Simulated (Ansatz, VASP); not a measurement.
**KZnF3 in VASP and in Ansatz**

File INCAR:

```
SYSTEM = KZnF3
PREC     = Accurate       ! precision mode
ENCUT    = 520            ! plane-wave cutoff, eV
EDIFF    = 1E-6           ! SCF threshold, eV
ISMEAR   = 0              ! smearing method
SIGMA    = 0.05           ! smearing width, eV
LREAL    = .False.        ! projectors in reciprocal space
LASPH    = .True.         ! aspherical terms in the spheres
NELM     = 100            ! most SCF steps
ALGO     = Normal         ! electronic algorithm
ISIF     = 2              ! what is computed and relaxed
LWAVE    = .False.        ! write WAVECAR
LCHARG   = .False.        ! write CHGCAR
GGA      = PE             ! functional
NBANDS   = 29             ! bands
```

The input KPOINTS:

```
regular mesh
0
Gamma
  6 6 6
  0 0 0
```

The input POSCAR:

```
KZnF3
1.0
    4.0500000000      0.0000000000      0.0000000000
    0.0000000000      3.7462500000      0.0000000000
    0.0000000000      0.0000000000      4.0500000000
K Zn F
1 1 3
Direct
    0.0000000000      0.0000000000      0.0000000000
    0.5000000000      0.5000000000      0.5000000000
    0.5000000000      0.5000000000      0.0000000000
    0.0000000000      0.5000000000      0.5000000000
    0.5000000000      0.0000000000      0.5000000000
```

Input for Ansatz:

```yaml
crystal:
  lattice:
    - [4.05, 0.0, 0.0]
    - [0.0, 3.74625, 0.0]
    - [0.0, 0.0, 4.05]
  atoms:
    - { symbol: K, position: [0.0, 0.0, 0.0] }
    - { symbol: Zn, position: [0.5, 0.5, 0.5] }
    - { symbol: F, position: [0.5, 0.5, 0.0] }
    - { symbol: F, position: [0.0, 0.5, 0.5] }
    - { symbol: F, position: [0.5, 0.0, 0.5] }
basis:
  ecutwfc: 420
kpoints:
  mp_grid: { grid: [6, 6, 6] }
hamiltonian:
  xc: pbe
scf:
  occupations: { method: gaussian, width: 0.05 }
output:
  forces: true
  stress: true
  eigenvalues: true
```

Change from the starting cell: strain -0.0750 x Voigt [0, 1, 0, 0, 0, 0], atoms carried along.

Alike in both runs: task single point; functional PBE; k mesh 6 × 6 × 6; occupations gaussian, width 0.05 eV; no spin polarisation.

|  | VASP | Ansatz |
| --- | --- | --- |
| version | VASP 6.6.1 | Ansatz 0.2.0 |
| potentials or method | VASP PAW PBE potentials, release 64 (K_sv, Zn, F), cutoff 520 eV | scalar-relativistic, plane waves, PAW |
| valence electrons in the cell | 42 | 42 |

```tsv
	VASP	Ansatz	Ansatz less VASP
gap on the k mesh at the Fermi level (eV)	3.76	3.84	+0.080
least direct gap on the mesh (eV)	6.30	6.35	+0.044
pressure (GPa)	14.5	13.8	-0.63
traceless stress, the component that is largest in VASP (GPa)	7.87	7.45	-0.428
```

With one functional, cell and mesh, what is left measures potentials, basis and numerics.
